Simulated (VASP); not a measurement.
**Li: single point with LDA**

The system is Li.

```
CELL_PARAMETERS angstrom
-1.68221 1.68221 1.68221
1.68221 -1.68221 1.68221
1.68221 1.68221 -1.68221
ATOMIC_POSITIONS crystal
Li 0.00000 0.00000 0.00000
```

```
Program                : VASP 6.6.1
Task                   : single point
Functional             : LDA
Potentials or basis    : VASP PAW LDA potentials, release 64 (Li_sv)
Cutoff                 : 750 eV
k mesh                 : 9 × 9 × 9
Occupations            : fermi-dirac, width 0.05 eV
Spin                   : no spin polarisation
Dipole correction      : no
Further INCAR settings : ALGO = Normal; EDIFF = 1e-06; NBANDS = 8
```

| Item | Value |
| --- | --- |
| Pressure | -0.2 GPa |
| Band gap on the k mesh | zero (an odd number of electrons rules out a gap without spin polarisation) |

Levels at points of the mesh, in eV from the Fermi level:
```
           k point  band 1  band 2  band 3  band 4  band 5
(0.00, 0.00, 0.00)  -45.51   -3.57   15.01   15.01   15.01
```

It took 5.3 s on 1 thread of Intel(R) Xeon(R) Platinum 8259CL CPU @ 2.50GHz (Skylake/Cascade Lake), with other jobs on the host, peak memory 0.13 GiB.
